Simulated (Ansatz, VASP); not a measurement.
**One calculation of YS, two programs**

```
Y S
1.0
     0.00000    2.74365    2.74365
     2.74365    0.00000    2.74365
     2.74365    2.74365    0.00000
Y S
1 1
Direct
  0.44000 0.44000 0.56000
  0.06000 0.06000 0.94000
```

Change from the starting cell: shortest bond scaled by 0.76, crystal datasets.

Alike in both runs: task electric field gradients; functional PBEsol; k mesh 7 × 7 × 7; occupations fermi-dirac, width 0.03 eV; no spin polarisation.

|  | VASP | Ansatz |
| --- | --- | --- |
| version | VASP 6.6.1 | Ansatz 0.2.0 |
| potentials or method | VASP PAW PBE potentials, release 64 (Y_sv, S), cutoff 520 eV | all-electron PAW with datasets made for the crystal, scalar-relativistic |

VASP gave:

- pressure (GPa): 22.5
- traceless stress, the component that is largest in VASP (GPa): 51.44
- rms of the force components (eV/Å): 5.949
- size of Vzz on the site where it differs most (V/Å²): 89.1

Q: Which values does Ansatz return?

A: Pressure (GPa): 22.5; traceless stress, the component that is largest in VASP (GPa): 51.24; rms of the force components (eV/Å): 5.929; size of Vzz on the site where it differs most (V/Å²): 95.9.

VASP's potentials were made for PBE, not for PBEsol. Atom by atom the forces differ by 0.019 eV/Å (rms over components). Ansatz ran all-electron here, and VASP with PAW potentials.
